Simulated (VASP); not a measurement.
The system is Tl.

```xyz
1
Lattice="0.0000 2.2676 2.2676 2.2676 0.0000 2.2676 2.2676 2.2676 0.0000" Properties=species:S:1:pos:R:3 pbc="T T T"
Tl    0.0000    0.0000    0.0000
```

* Program: VASP 6.6.1
* Task: relaxation of cell and atoms
* Functional: PBEsol
* Potentials or basis: VASP PAW PBE potentials, release 64 (Tl_d)
* Cutoff: 600 eV
* k mesh: 8 × 8 × 8
* Occupations: gaussian, width 0.1 eV
* Spin: no spin polarisation

At the start: pressure 12.8 GPa; volume 23.32 Å³/atom.

Question: How do energy, volume and symmetry change on relaxing?

Answer: Over 3 steps the energy falls by 166.0 meV/atom and the volume is 28.34 Å³/atom (+21.5 %); space group Fm-3m (No. 225, to 0.05 Å).

Step by step:
| step | energy change (eV) | largest force (eV/Å) | pressure (GPa) | volume (Å³) |
| --- | --- | --- | --- | --- |
| 1 | 0.0000 | 0.0000 | 12.82 | 23.32 |
| 2 | -0.1546 | 0.0000 | -1.94 | 30.20 |
| 3 | -0.1660 | 0.0000 | 0.12 | 28.34 |

Final structure:
```yaml
crystal:
  lattice:
    - [0.00000, 2.41982, 2.41982]
    - [2.41982, 0.00000, 2.41982]
    - [2.41982, 2.41982, 0.00000]
  atoms:
    - { symbol: Tl, position: [0.00000, 0.00000, 0.00000] }
```

Caveat: the volume moved by over 15 % at a fixed basis, so the end points are rough; the PAW data sets were made with another functional, which shifts forces and pressure a little.
